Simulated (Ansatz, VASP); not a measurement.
AlN: VASP beside Ansatz

Contents of INCAR:

```
SYSTEM = AlN
  PREC = Accurate
  ENCUT = 520
  EDIFF = 1E-7
  ISMEAR = 0
  SIGMA = 0.01
  LREAL = .False.
  LASPH = .True.
  NELM = 80
  ALGO = Normal
  ISIF = 2
  LWAVE = .False.
  LCHARG = .False.
  GGA = PE
  NBANDS = 16
```

Contents of KPOINTS:

```
regular mesh
0
Gamma
  9 9 6
  0 0 0
```

The input POSCAR:

```
AlN
1.0
    3.1297670776      0.0000000000      0.0000000000
   -1.5648835388      2.7104577972      0.0000000000
    0.0000000000      0.0000000000      5.0173090473
Al N
2 2
Direct
    0.3333333333      0.6666666667     -0.0086551459
    0.6666666667      0.3333333333      0.4913448541
    0.3333333333      0.6666666667      0.3906551459
    0.6666666667      0.3333333333      0.8906551459
```

Input for Ansatz:

```yaml
crystal:
  lattice:
    - [3.1297670776, 0.0, 0.0]
    - [-1.5648835388, 2.7104577972, 0.0]
    - [0.0, 0.0, 5.0173090473]
  atoms:
    - { symbol: Al, position: [0.3333333333, 0.6666666667, -0.0086551459] }
    - { symbol: Al, position: [0.6666666667, 0.3333333333, 0.4913448541] }
    - { symbol: "N", position: [0.3333333333, 0.6666666667, 0.3906551459] }
    - { symbol: "N", position: [0.6666666667, 0.3333333333, 0.8906551459] }
basis:
  ecutwfc: 420
  xc_grid: 2
kpoints:
  mp_grid: { grid: [9, 9, 6] }
hamiltonian:
  xc: pbe
  pseudopotentials: { kind: paw, azcp: { folder: soft_1 } }
scf:
  occupations: { method: fixed }
output:
  forces: true
  stress: true
  eigenvalues: true
  polarization: {}
```

Change from the starting cell: polar distortion scaled by 0.85.

Alike in both runs: task single point; functional PBE; k mesh 9 × 9 × 6; no spin polarisation.

|  | VASP | Ansatz |
| --- | --- | --- |
| version | VASP 6.6.1 | Ansatz 0.2.0 |
| potentials or method | VASP PAW PBE potentials, release 64 (Al, N), cutoff 520 eV | scalar-relativistic, plane waves, PAW |
| occupations | gaussian, width 0.01 eV | fixed |
| valence electrons in the cell | 16 | 16 |

```tsv
	VASP	Ansatz	Ansatz less VASP
gap on the k mesh at the Fermi level (eV)	3.77	3.76	-0.008
least direct gap on the mesh (eV)	3.77	3.76	-0.008
pressure (GPa)	0.3	0.5	+0.18
traceless stress, the component that is largest in VASP (GPa)	-6.05	-6.07	-0.021
rms of the force components (eV/Å)	0.476	0.474	-0.0013
```

Atom by atom the forces differ by 0.001 eV/Å (rms over components).
